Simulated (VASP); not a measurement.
# Au (Immm) in VASP: single point with r2SCAN

Aim: the single point of Au with r2SCAN.

All numbers are computed with VASP 6.6.1; they aren't measurements. Logs are shortened: lines on timing, memory, paths and dates and some standing lists are left out, and cuts for length are marked.

### Step 1. The cell of the first run

The structure is orthorhombic, space group Immm (No. 71). The conventional cell has a = 3.190 Å, b = 3.315 Å, c = 3.439 Å, α = 90.00°, β = 90.00°, γ = 90.00°. Au (site symmetry mmm) has 14 Au at 2.87 to 3.44 Å within 3.8 Å.

### Step 2. Single point, r2SCAN (strain +0.0375 x Voigt [1, -1, 0, 0, 0, 0])

The input, POSCAR:

```
Au
1.0
   -1.7194165875      1.5951214125      1.6572690000
    1.7194165875     -1.5951214125      1.6572690000
    1.7194165875      1.5951214125     -1.6572690000
Au
1
Direct
    0.0000000000      0.0000000000      0.0000000000
```

The input, INCAR.step1:

```
SYSTEM = Au
PREC     = Accurate       ! precision mode
ENCUT    = 520            ! plane-wave cutoff, eV
ISMEAR   = 0              ! smearing method
SIGMA    = 0.15           ! smearing width, eV
LREAL    = .FALSE.        ! projectors in reciprocal space
LASPH    = .TRUE.         ! aspherical terms in the spheres
NELM     = 80             ! most SCF steps
NBANDS   = 12             ! bands
GGA      = PE             ! functional
ALGO     = Normal         ! electronic algorithm
EDIFF    = 1E-4           ! SCF threshold, eV
LWAVE    = .TRUE.         ! write WAVECAR
LCHARG   = .FALSE.        ! write CHGCAR
```

The input, INCAR.step2:

```
SYSTEM = Au
PREC     = Accurate       ! precision mode
ENCUT    = 520            ! plane-wave cutoff, eV
EDIFF    = 1E-6           ! SCF threshold, eV
ISMEAR   = 0              ! smearing method
SIGMA    = 0.15           ! smearing width, eV
LREAL    = .FALSE.        ! projectors in reciprocal space
LASPH    = .TRUE.         ! aspherical terms in the spheres
NELM     = 80             ! most SCF steps
ALGO     = Normal         ! electronic algorithm
ISIF     = 2              ! what is computed and relaxed
LWAVE    = .FALSE.        ! write WAVECAR
LCHARG   = .FALSE.        ! write CHGCAR
METAGGA  = R2SCAN         ! meta-GGA
LMIXTAU  = .TRUE.       
NBANDS   = 12             ! bands
ISTART   = 1
```

The input, KPOINTS:

```
Automatic mesh
0
G
  24 24 24
  0 0 0
```

Potentials or basis: VASP PAW PBE potentials, release 64 (Au).

On the command line:

```
cat potpaw_PBE.64/Au/POTCAR > POTCAR
cp INCAR.step1 INCAR
mpirun -np 1 vasp_std > vasp.out
cp INCAR.step2 INCAR
mpirun -np 1 vasp_std > vasp.out
```

OUTCAR:

```text
SYSTEM = Au
   PREC = Accurate
   ENCUT = 520
   EDIFF = 1E-6
   ISMEAR = 0
   LREAL = .FALSE.
   LASPH = .TRUE.
   NELM = 80
   ISIF = 2
   METAGGA = R2SCAN
   ISTART = 1

 ion  position               nearest neighbor table
   1  0.000  0.000  0.000-

  LATTYP: Found a body centered orthorhombic cell.
 ALAT       =     3.1902428250
 B/A-ratio  =     1.0389610390
 C/A-ratio  =     1.0779220779

  Lattice vectors:

 A1 = (  -1.7194165875,  -1.5951214125,  -1.6572690000)
 A2 = (  -1.7194165875,   1.5951214125,   1.6572690000)
 A3 = (   1.7194165875,   1.5951214125,  -1.6572690000)

Analysis of symmetry for initial positions (statically):
=====================================================================
 Subroutine PRICEL returns:
 Original cell was already a primitive cell.

 Routine SETGRP: Setting up the symmetry group for a
 body centered orthorhombic supercell.

 Subroutine GETGRP returns: Found  8 space group operations
 (whereof  8 operations were pure point group operations)
 out of a pool of  8 trial point group operations.

The static configuration has the point symmetry D_2h.

Analysis of symmetry for dynamics (positions and initial velocities):
=====================================================================
 Subroutine PRICEL returns:
 Original cell was already a primitive cell.

 Routine SETGRP: Setting up the symmetry group for a
 body centered orthorhombic supercell.

 Subroutine GETGRP returns: Found  8 space group operations
 (whereof  8 operations were pure point group operations)
 out of a pool of  8 trial point group operations.

The dynamic configuration has the point symmetry D_2h.

 Subroutine INISYM returns: Found  8 space group operations
 (whereof  8 operations are pure point group operations),
 and found     1 'primitive' translations

----------------------------------------------------------------------------------------

                                     Primitive cell

  volume of cell :      18.1814

  direct lattice vectors                    reciprocal lattice vectors
    -1.719416588  1.595121412  1.657269000     0.000000000  0.313455763  0.301701172
     1.719416588 -1.595121412  1.657269000     0.290796311  0.000000000  0.301701172
     1.719416588  1.595121412 -1.657269000     0.290796311  0.313455763  0.000000000

  length of vectors
     2.871819329  2.871819329  2.871819329     0.435061045  0.419029941  0.427571058

  position of ions in fractional coordinates (direct lattice)
     0.000000000  0.000000000  0.000000000

  ion indices of the primitive-cell ions
   primitive index   ion index
                 1           1

----------------------------------------------------------------------------------------

 KPOINTS: Automatic mesh

Automatic generation of k-mesh.
 Grid dimensions read from file:
 generate k-points for:   24   24   24

 Generating k-lattice:

  Cartesian coordinates                     Fractional coordinates (reciprocal lattice)
     0.000000000  0.013060657  0.012570882     0.041666667  0.000000000  0.000000000
     0.012116513  0.000000000  0.012570882     0.000000000  0.041666667  0.000000000
     0.012116513  0.013060657  0.000000000     0.000000000  0.000000000  0.041666667

  Length of vectors
     0.018127544  0.017459581  0.017815461

  Shift w.r.t. Gamma in fractional coordinates (k-lattice)
     0.000000000  0.000000000  0.000000000

 Subroutine IBZKPT returns following result:
 ===========================================

 Found   1963 irreducible k-points:

 Following reciprocal coordinates:
            Coordinates               Weight
  0.000000  0.000000  0.000000      1.000000
  0.041667  0.000000  0.000000      4.000000
  0.083333  0.000000  0.000000      4.000000
  0.125000  0.000000  0.000000      4.000000
  0.166667  0.000000  0.000000      4.000000
  0.208333  0.000000 -0.000000      4.000000
[... 16 lines left out ...]
  0.375000  0.041667 -0.000000      8.000000
  0.416667  0.041667 -0.000000      8.000000
 [... further k-points ...]
   k-points           NKPTS =   1963   k-points in BZ     NKDIM =   1963   number of bands    NBANDS=     12
   number of dos      NEDOS =    301   number of ions     NIONS =      1
   total plane-waves  NPLWV =  13824
   dimension x,y,z NGX =    24 NGY =   24 NGZ =   24
   dimension x,y,z NGXF=    48 NGYF=   48 NGZF=   48
   ions per type =               1
   NGX,Y,Z   is equivalent  to a cutoff of  13.89, 13.89, 13.89 a.u.
   NGXF,Y,Z  is equivalent  to a cutoff of  27.79, 27.79, 27.79 a.u.
 SYSTEM =  Au
   PREC   = accura    normal or accurate (medium, high low for compatibility)
   ISTART =      1    job   : 0-new  1-cont  2-samecut
   ICHARG =      0    charge: 1-file 2-atom 10-const
   ISPIN  =      1    spin polarized calculation?
   LNONCOLLINEAR =      F non collinear calculations
   LSORBIT =      F    spin-orbit coupling
   LASPH  =      T    aspherical Exc in radial PAW
   ENCUT  =  520.0 eV  38.22 Ry    6.18 a.u.   5.34  5.34  5.34*2*pi/ulx,y,z
   NELM   =     80;   NELMIN=  2; NELMDL=  0     # of ELM steps
   EDIFF  = 0.1E-05   stopping-criterion for ELM
   LREAL  =      F    real-space projection
   EDIFFG = 0.1E-04   stopping-criterion for IOM
   NSW    =      0    number of steps for IOM
   IBRION =     -1    ionic relax: 0-MD 1-quasi-New 2-CG
   NFREE  =      0    steps in history (QN), initial steepest desc. (CG)
   ISIF   =      2    stress and relaxation
   ISYM   =      2    0-nonsym 1-usesym 2-fastsym
   POTIM  = 0.5000    time-step for ionic-motion
   TEBEG  =    0.0;   TEEND  =   0.0 temperature during run
   PSTRESS=    0.0 pullay stress
   NELECT =      11.0000    total number of electrons
   NUPDOWN=      -1.0000    fix difference up-down
   EMIN   =  10.00;   EMAX   =-10.00  energy-range for DOS
   EFERMI =   0.00;   METHOD = LEGACY
   ISMEAR =     0;   SIGMA  =   0.15  broadening in eV -4-tet -1-fermi 0-gaus
   EFERMI_NEDOS =   21; number of points for ismear=-14 and -15
   IALGO  =     38    algorithm
   IMIX   =      4    mixing-type and parameters
     AMIX     =   0.40;   BMIX     =  1.00
     AMIX_MAG =   1.60;   BMIX_MAG =  1.00
  volume/ion in A,a.u.               =      18.18       122.69
  Fermi-wavevector in a.u.,A,eV,Ry     =   1.384617  2.616547 26.084617  1.917165
  Thomas-Fermi vector in A             =   2.509105
   LORBIT       =      0    0 simple, 1 ext, 2 COOP (PROOUT), +10 PAW based schemes
   METAGGA = R2SCAN    functional components
   LHFCALC =     F    Hartree Fock is set to
   AEXX    =    0.0000 exact exchange contribution
   IVDW    =     0    specifies the selected vdW correction
   LEPSILON=     F    determine dielectric tensor
   LRPA    =     F    only Hartree local field effects (RPA)
 non-spin polarized calculation
 Gauss-broadening in eV      SIGMA  =   0.15
  energy-cutoff  :      520.00
  volume of cell :       18.18
 maximum number of plane-waves:       503
 NGX is ok and might be reduce to    24
   NGX = 11   NGY = 11   NGZ = 11

 number of electron      11.0000001 magnetization

 Free energy of the ion-electron system (eV)
  ---------------------------------------------------
  ext. energy  EPLUGINS =         0.00000000
  ---------------------------------------------------
  free energy    TOTEN  =       -50.57087770 eV

  energy without entropy =      -50.56758326  energy(sigma->0) =      -50.56923048

 E-fermi :   8.3660     XC(G=0): -13.1679

 val. band max:        8.3590499791   @ k =  -0.0833   0.5000   0.0417
 cond. band min:       8.3672261662   @ k =  -0.1667   0.4583   0.1250
 fundamental gap:      0.0081761871
 Fermi energy:         8.3660201895

 k-point     1 :       0.0000    0.0000    0.0000
  band No.  band energies     occupation
      1      -1.0935      2.00000
      2       3.2938      2.00000
      3       3.5418      2.00000
      4       3.7426      2.00000
      5       5.0267      2.00000
      6       5.4757      2.00000
      7      25.0605      0.00000
      8      25.6125      0.00000
      9      26.4005      0.00000
     10      31.2730      0.00000
     11      32.4335      0.00000
     12      33.5877      0.00000

 k-point     2 :       0.0417    0.0000    0.0000
  band No.  band energies     occupation
      1      -1.0279      2.00000
      2       3.3030      2.00000
      3       3.5547      2.00000
      4       3.7411      2.00000
      5       5.0323      2.00000
      6       5.4548      2.00000
      7      25.1392      0.00000
      8      25.6181      0.00000
      9      26.3677      0.00000
     10      31.0661      0.00000
     11      31.6514      0.00000
     12      32.5443      0.00000

 k-point     3 :       0.0833    0.0000    0.0000
  band No.  band energies     occupation
      1      -0.8337      2.00000
      2       3.2899      2.00000
      3       3.6349      2.00000
      4       3.7349      2.00000
      5       5.0490      2.00000
      6       5.3998      2.00000
      7      25.3707      0.00000
      8      25.6007      0.00000
      9      26.2168      0.00000
     10      30.4549      0.00000
     11      30.4761      0.00000
     12      31.2386      0.00000
[... 286 lines left out ...]
 k-point    23 :       0.3750    0.0417   -0.0000
  band No.  band energies     occupation
      1       1.4770      2.00000
      2       2.4052      2.00000
      3       5.2751      2.00000
      4       5.4080      2.00000
      5       5.9470      2.00000
      6       6.7577      2.00000
      7      14.7908      0.00000
      8      21.2706      0.00000
      9      22.2449      0.00000
     10      28.9390      0.00000
     11      29.5920      0.00000
     12      33.5778      0.00000

 k-point    24 :       0.4167    0.0417   -0.0000
  band No.  band energies     occupation
      1       1.4505      2.00000
      2       2.3378      2.00000
      3       5.3355      2.00000
      4       5.5124      2.00000
      5       6.3810      2.00000
      6       7.6004      2.00000
      7      13.2377      0.00000
      8      20.9268      0.00000
      9      21.6918      0.00000
     10      29.1151      0.00000
     11      29.9059      0.00000
     12      33.1280      0.00000

 [... further k-points ...]

------------------------ aborting loop because EDIFF is reached ----------------------------------------

  FORCE on cell =-STRESS in cart. coord.  units (eV):
  Direction    XX          YY          ZZ          XY          YZ          ZX
  --------------------------------------------------------------------------------------
  -------------------------------------------------------------------------------------
  Total       -0.4411083     -0.5327583     -0.4734390      0.0000000      0.0000000      0.0000000
  in kB      -38.8711971    -46.9475489    -41.7202405      0.0000000      0.0000000      0.0000000
  external PRESSURE =     -42.5129955 kB  Pullay stress =       0.0000000 kB

 VOLUME and BASIS-vectors are now :
 -----------------------------------------------------------------------------
  energy-cutoff  :      520.00
  volume of cell :       18.18
      direct lattice vectors                 reciprocal lattice vectors
    -1.719416588  1.595121412  1.657269000     0.000000000  0.313455763  0.301701172
     1.719416588 -1.595121412  1.657269000     0.290796311  0.000000000  0.301701172
     1.719416588  1.595121412 -1.657269000     0.290796311  0.313455763  0.000000000

 POSITION                                       TOTAL-FORCE (eV/Angst)
 -----------------------------------------------------------------------------------
      0.00000      0.00000      0.00000        -0.000000      0.000000      0.000000
 -----------------------------------------------------------------------------------
    total drift:                               -0.000000      0.000000      0.000000

  FREE ENERGIE OF THE ION-ELECTRON SYSTEM (eV)
  ---------------------------------------------------
  free  energy   TOTEN  =       -50.5708777034 eV

  energy  without entropy=      -50.5675832618  energy(sigma->0) =      -50.56923048
```

Run time: 7.3 min. Hardware: 1 thread of Intel Xeon 6975P-C (Granite Rapids), shared host; peak memory 0.5 GiB.

What came out:

* Free energy: -50.5709 eV
* Pressure: -4.3 GPa
* Band gap on the k mesh: zero (an odd number of electrons rules out a gap without spin polarisation)

Levels at points of the mesh, in eV from the Fermi level:
| k point | band 3 | band 4 | band 5 | band 6 | band 7 | band 8 | band 9 | band 10 |
| --- | --- | --- | --- | --- | --- | --- | --- | --- |
| (0.00, 0.00, 0.00) | -4.82 | -4.62 | -3.34 | -2.89 | 16.69 | 17.25 | 18.03 | 22.91 |
| (0.50, 0.00, 0.00) | -3.03 | -2.71 | -1.61 | -0.04 | 3.56 | 12.43 | 13.15 | 20.68 |
| (0.00, 0.50, 0.00) | -3.55 | -3.00 | -1.70 | -0.45 | 2.94 | 13.56 | 14.88 | 22.62 |
| (0.50, 0.50, 0.00) | -3.37 | -2.74 | -1.67 | -0.24 | 3.27 | 12.98 | 13.97 | 21.75 |
| (0.50, 0.50, 0.50) | -2.07 | -1.99 | -1.91 | 5.47 | 6.50 | 7.65 | 9.10 | 15.41 |

Caveat: the cell differs from its parent crystal (strain +0.0375 x Voigt [1, -1, 0, 0, 0, 0]); the cell stands under tension; the PAW data sets were made with another functional, which shifts forces and pressure a little; spin-orbit coupling is left out, which moves the levels of the heavy elements.
